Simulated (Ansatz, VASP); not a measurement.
**Two plane-wave programs on La2O3**

```xyz
5
Lattice="3.8678 0.0000 0.0000 -1.9339 3.3496 0.0000 0.0000 0.0000 6.0215" Properties=species:S:1:pos:R:3 pbc="T T T"
La    1.9339    1.1165    4.5573
La    0.0000    2.2331    1.4642
O     1.9339    1.1165    2.1299
O     0.0000    2.2331    3.8916
O     0.0000    0.0000    0.0000
```

Change from the starting cell: hydrostatic strain -1.7%.

Alike in both runs: task single point; functional r2SCAN; k mesh 12 × 12 × 4; no spin polarisation.

|  | VASP | Ansatz |
| --- | --- | --- |
| version | VASP 6.6.1 | Ansatz 0.2.0 |
| potentials or method | VASP PAW PBE potentials, release 64 (La, O) | plane waves, PAW |
| plane-wave cutoff (eV) | 520 | 500 |
| occupations | gaussian, width 0.01 eV | fixed |
| valence electrons in the cell | 40 | 40 |

|  | VASP | Ansatz | Ansatz less VASP |
| --- | --- | --- | --- |
| gap on the k mesh at the Fermi level (eV) | 4.31 | 4.30 | -0.018 |
| pressure (GPa) | 6.9 | 7.4 | +0.53 |
| traceless stress, the component that is largest in VASP (GPa) | -1.48 | -1.58 | -0.097 |
| rms of the force components (eV/Å) | 0.012 | 0.000 | -0.0117 |

VASP's potentials were made for PBE, not for r2SCAN. Atom by atom the forces differ by 0.012 eV/Å (rms over components).

Neither program's run includes spin-orbit coupling.
